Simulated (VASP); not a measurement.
# C (P6_3/mmc) in VASP: notebook

C is run at these levels: PBE+D3(BJ); tasks: phonons.

Program: VASP 6.6.1. These are calculated values, not measurements. Logs are shortened: lines on timing, memory, paths and dates and some standing lists are left out, and cuts for length are marked.

## (1) The cell of the first run

The structure is hexagonal, space group P6_3/mmc (No. 194). The conventional cell has a = 2.464 Å, b = 2.464 Å, c = 6.611 Å, α = 90.00°, β = 90.00°, γ = 120.00°. Within 1.9 Å of C (site symmetry -6m2) lie 3 C at 1.42 Å. C (site symmetry -6m2) has 3 C at 1.42 Å within 1.9 Å.

## (2) Phonons, PBE+D3(BJ) (phonons at volume x 0.98)

Contents of INCAR:

```
PREC = Accurate
ENCUT = 520
EDIFF = 1E-8
ISMEAR = -1
SIGMA = 0.15
LREAL = F
LASPH = T
NELM = 100
ALGO = Normal
ISIF = 2
LWAVE = F
LCHARG = F
GGA = PE
IVDW = 12
IBRION = 6
NFREE = 2
POTIM = 0.015
NSW = 1
```

Contents of KPOINTS:

```
regular mesh
0
Gamma
  18 18 6
```

Contents of POSCAR:

```
C
1.0
    2.4636064635      0.0000000000      0.0000000000
   -1.2318032317      2.1335457823      0.0000000000
    0.0000000000      0.0000000000      6.6110279413
C
4
Direct
    0.0000000000      0.0000000000      0.0025000000
    0.0000000000      0.0000000000      0.5025000000
    0.3333333333      0.6666666667      0.0025000000
    0.6666666667      0.3333333333      0.5025000000
```

Potentials or basis: VASP PAW PBE potentials, release 64 (C).

The run is started by

```sh
$ cat potpaw_PBE.64/C/POTCAR > POTCAR
$ mpirun -np 1 vasp_std > vasp.out
```

OUTCAR:

```text
PREC = Accurate
   ENCUT = 520
   EDIFF = 1E-8
   ISMEAR = -1
   LREAL = F
   LASPH = T
   NELM = 100
   ISIF = 2
   GGA = PE
   IVDW = 12
   IBRION = 6
   NFREE = 2
   POTIM = 0.015
   NSW = 1
 IVDW          = 12

 ion  position               nearest neighbor table
   1  0.000  0.000  0.002-   3 1.42   3 1.42   3 1.42
   2  0.000  0.000  0.502-   4 1.42   4 1.42   4 1.42
   3  0.333  0.667  0.002-   1 1.42   1 1.42   1 1.42
   4  0.667  0.333  0.502-   2 1.42   2 1.42   2 1.42

  LATTYP: Found a hexagonal cell.
 ALAT       =     2.4636064635
 C/A-ratio  =     2.6834756440

  Lattice vectors:

 A1 = (   2.4636064635,   0.0000000000,   0.0000000000)
 A2 = (  -1.2318032317,   2.1335457823,   0.0000000000)
 A3 = (   0.0000000000,   0.0000000000,   6.6110279413)

Analysis of symmetry for initial positions (statically):
=====================================================================
 Subroutine PRICEL returns:
 Original cell was already a primitive cell.

 Routine SETGRP: Setting up the symmetry group for a
 hexagonal supercell.

 Subroutine GETGRP returns: Found 24 space group operations
 (whereof  6 operations were pure point group operations)
 out of a pool of 24 trial point group operations.

The static configuration has the point symmetry C_3v.
 The point group associated with its full space group is D_6h.

Analysis of symmetry for dynamics (positions and initial velocities):
=====================================================================
 Subroutine PRICEL returns:
 Original cell was already a primitive cell.

 Routine SETGRP: Setting up the symmetry group for a
 hexagonal supercell.

 Subroutine GETGRP returns: Found 24 space group operations
 (whereof  6 operations were pure point group operations)
 out of a pool of 24 trial point group operations.

The dynamic configuration has the point symmetry C_3v.
 The point group associated with its full space group is D_6h.

 Subroutine INISYM returns: Found 24 space group operations
 (whereof  6 operations are pure point group operations),
 and found     1 'primitive' translations

----------------------------------------------------------------------------------------

                                     Primitive cell

  volume of cell :      34.7490

  direct lattice vectors                    reciprocal lattice vectors
     2.463606464  0.000000000  0.000000000     0.405908985  0.234351662  0.000000000
    -1.231803232  2.133545782  0.000000000     0.000000000  0.468703324  0.000000000
     0.000000000  0.000000000  6.611027941     0.000000000  0.000000000  0.151262407

  length of vectors
     2.463606464  2.463606463  6.611027941     0.468703324  0.468703324  0.151262407

  position of ions in fractional coordinates (direct lattice)
     0.000000000  0.000000000  0.002500000
     0.000000000  0.000000000  0.502500000
     0.333333333  0.666666667  0.002500000
     0.666666667  0.333333333  0.502500000

  ion indices of the primitive-cell ions
   primitive index   ion index
                 1           1
                 2           2
                 3           3
                 4           4

----------------------------------------------------------------------------------------

 KPOINTS: regular mesh

Automatic generation of k-mesh.
 Grid dimensions read from file:
 generate k-points for:   18   18    6

 Generating k-lattice:

  Cartesian coordinates                     Fractional coordinates (reciprocal lattice)
     0.022550499  0.013019537  0.000000000     0.055555556 -0.000000000  0.000000000
     0.000000000  0.026039074  0.000000000     0.000000000  0.055555556  0.000000000
     0.000000000  0.000000000  0.025210401     0.000000000  0.000000000  0.166666667

  Length of vectors
     0.026039074  0.026039074  0.025210401

[... 43 lines left out ...]
 SYSTEM =  unknown system
   PREC   = accura    normal or accurate (medium, high low for compatibility)
   ISTART =      0    job   : 0-new  1-cont  2-samecut
   ICHARG =      2    charge: 1-file 2-atom 10-const
   ISPIN  =      1    spin polarized calculation?
   LNONCOLLINEAR =      F non collinear calculations
   LSORBIT =      F    spin-orbit coupling
   LASPH  =      T    aspherical Exc in radial PAW
   ENCUT  =  520.0 eV  38.22 Ry    6.18 a.u.   4.58  4.58 12.29*2*pi/ulx,y,z
   NELM   =    100;   NELMIN=  2; NELMDL= -5     # of ELM steps
   EDIFF  = 0.1E-07   stopping-criterion for ELM
   LREAL  =      F    real-space projection
   EDIFFG = 0.1E-06   stopping-criterion for IOM
   NSW    =     85    number of steps for IOM
   IBRION =      6    ionic relax: 0-MD 1-quasi-New 2-CG
   NFREE  =      2    steps in history (QN), initial steepest desc. (CG)
   ISIF   =      2    stress and relaxation
   ISYM   =      2    0-nonsym 1-usesym 2-fastsym
   POTIM  = 0.0150    time-step for ionic-motion
   TEBEG  =    0.0;   TEEND  =   0.0 temperature during run
   PSTRESS=    0.0 pullay stress
   NELECT =      16.0000    total number of electrons
   NUPDOWN=      -1.0000    fix difference up-down
   EMIN   =  10.00;   EMAX   =-10.00  energy-range for DOS
   EFERMI =   0.00;   METHOD = LEGACY
   ISMEAR =    -1;   SIGMA  =   0.15  broadening in eV -4-tet -1-fermi 0-gaus
   EFERMI_NEDOS =   21; number of points for ismear=-14 and -15
   IALGO  =     38    algorithm
   IMIX   =      4    mixing-type and parameters
     AMIX     =   0.40;   BMIX     =  1.00
     AMIX_MAG =   1.60;   BMIX_MAG =  1.00
  volume/ion in A,a.u.               =       8.69        58.62
  Fermi-wavevector in a.u.,A,eV,Ry     =   1.264156  2.388909 21.743346  1.598091
  Thomas-Fermi vector in A             =   2.397476
   LORBIT       =      0    0 simple, 1 ext, 2 COOP (PROOUT), +10 PAW based schemes
   GGA     = PE    functional components
   LHFCALC =     F    Hartree Fock is set to
   AEXX    =    0.0000 exact exchange contribution
   IVDW    =    12    specifies the selected vdW correction
   LEPSILON=     F    determine dielectric tensor
   LRPA    =     F    only Hartree local field effects (RPA)
 finite differences with symmetry
 non-spin polarized calculation
  energy-cutoff  :      520.00
  volume of cell :       34.75
 maximum number of plane-waves:       955
   NGX =  9   NGY =  9   NGZ = 25

--------------------------------------- Ionic step        1  -------------------------------------------

 number of electron      15.9999995 magnetization

 Free energy of the ion-electron system (eV)
  ---------------------------------------------------
  ext. energy  EPLUGINS =         0.00000000
  ---------------------------------------------------
  free energy    TOTEN  =       -36.83350421 eV

  energy without entropy =      -36.82827395  energy(sigma->0) =      -36.83088908

------------------------ aborting loop because EDIFF is reached ----------------------------------------

 Edisp (eV)   -0.63660

 E8    (eV) :    -0.1808
[... 327 lines left out ...]
--------------------------------------- Ionic step        9  -------------------------------------------

 number of electron      15.9999995 magnetization

 Free energy of the ion-electron system (eV)
  ---------------------------------------------------
  ext. energy  EPLUGINS =         0.00000000
  ---------------------------------------------------
  free energy    TOTEN  =       -36.83160214 eV

  energy without entropy =      -36.82637017  energy(sigma->0) =      -36.82898615

 E-fermi :   4.8262     XC(G=0): -10.4298

 val. band max:        4.8219892036   @ k =   0.3333   0.3333   0.3333
 cond. band min:       4.8315587842   @ k =   0.3333   0.3333   0.5000
 fundamental gap:      0.0095695806
 Fermi energy:         4.8262376689

 k-point     1 :       0.0000    0.0000    0.0000
  band No.  band energies     occupation
      1     -14.8618      2.00000
      2     -14.5256      2.00000
      3      -3.7693      2.00000
      4      -1.6505      2.00000
      5       1.8053      2.00000
      6       1.8053      2.00000
      7       1.8268      2.00000
      8       1.8268      2.00000
      9       9.2250      0.00000
     10      13.1514      0.00000
     11      13.1522      0.00000
     12      13.2110      0.00000
[... 331 lines left out ...]
 k-point    24 :       0.3889    0.1111    0.0000
  band No.  band energies     occupation
      1     -10.1161      2.00000
      2      -9.8829      2.00000
      3      -7.4585      2.00000
      4      -7.2766      2.00000
      5      -2.4384      2.00000
      6      -2.3507      2.00000
      7       1.6626      2.00000
      8       2.8894      2.00000
      9       6.6358      0.00001
     10       7.4888      0.00000
     11      13.2794      0.00000
     12      13.7520      0.00000

 [... further k-points ...]

------------------------ aborting loop because EDIFF is reached ----------------------------------------

 Edisp (eV)   -0.63660

 E8    (eV) :    -0.1808
[... 27 lines left out ...]
  FREE ENERGIE OF THE ION-ELECTRON SYSTEM (eV)
  ---------------------------------------------------
  free  energy   TOTEN  =       -37.4682067728 eV

  energy  without entropy=      -37.4629747987  energy(sigma->0) =      -37.46559079

 INTERNAL STRAIN TENSORS FROM DISPLACED ATOMS
 ============================================

 INTERNAL STRAIN TENSOR FOR ION    1 for displacements in x,y,z  (eV/Angst):
          X           Y           Z          XY          YZ          ZX
  --------------------------------------------------------------------------------
  x    -0.00000     0.00000    -0.00000   -11.48088     0.00000     0.00000
  y   -11.48088    11.48088    -0.00000     0.00000     0.00000     0.00000
  z    -0.00000     0.00000    -0.00000     0.00000     0.00000    -0.00000

 INTERNAL STRAIN TENSOR FOR ION    4 for displacements in x,y,z  (eV/Angst):
          X           Y           Z          XY          YZ          ZX
  --------------------------------------------------------------------------------
  x    -0.00000     0.00000     0.00000   -11.61213     0.00000     0.00000
  y   -11.61213    11.61213     0.00000     0.00000     0.00000     0.00000
  z    -0.00000     0.00000     0.00000    -0.00000    -0.00000     0.00000

 Eigenvectors and eigenvalues of the dynamical matrix
 ----------------------------------------------------

   1 f  =   46.994902 THz   295.277676 2PiTHz 1567.581186 cm-1   194.355209 meV
             X         Y         Z           dx          dy          dz
      0.000000  0.000000  0.016528    -0.410432   -0.285549    0.000000
      0.000000  0.000000  3.322042    -0.410432   -0.285549    0.000000
     -0.000000  1.422364  0.016528     0.410444    0.285557   -0.000000
      1.231803  0.711182  3.322042     0.410444    0.285557   -0.000000
[... 71 lines left out ...]
  12 f/i=    0.000671 THz     0.004216 2PiTHz    0.022382 cm-1     0.002775 meV
             X         Y         Z           dx          dy          dz
      0.000000  0.000000  0.016528    -0.500006    0.001086    0.000000
      0.000000  0.000000  3.322042    -0.500006    0.001086    0.000000
     -0.000000  1.422364  0.016528    -0.499992    0.001086    0.000000
      1.231803  0.711182  3.322042    -0.499992    0.001086    0.000000

 ELASTIC MODULI CONTR FROM IONIC RELAXATION (kBar)
 Direction    XX          YY          ZZ          XY          YZ          ZX
 --------------------------------------------------------------------------------
 XX        -238.3555    238.3555     -0.0000     -0.0000     -0.0000      0.0000
 YY         238.3555   -238.3555      0.0000     -0.0000      0.0000     -0.0000
 ZZ          -0.0000      0.0000     -0.0000     -0.0000      0.0000     -0.0000
 XY          -0.0000     -0.0000     -0.0000   -238.3555     -0.0000      0.0000
 YZ          -0.0000      0.0000      0.0000     -0.0000     -0.0000      0.0000
 ZX           0.0000     -0.0000     -0.0000      0.0000      0.0000     -0.0000
 --------------------------------------------------------------------------------
```

Run time: 5.5 min. Hardware: 1 thread of Intel Xeon 6975P-C (Granite Rapids), shared host; peak memory 0.47 GiB.

Results:

- Highest phonon frequency at Γ: 1568 cm⁻¹
- Dispersion energy per atom: -0.159 eV

Phonon frequencies in cm⁻¹ (negative: imaginary):
```csv
q point,frequencies
"(0.000, 0.000, 0.000)",0 0 0 40 40 139 864 869 1562 1562 1568 1568
```

Caveat: the cell differs from its parent crystal (phonons at volume x 0.98); the cell wasn't relaxed at this level first, which shifts response properties.

[end of part 1 of 2]
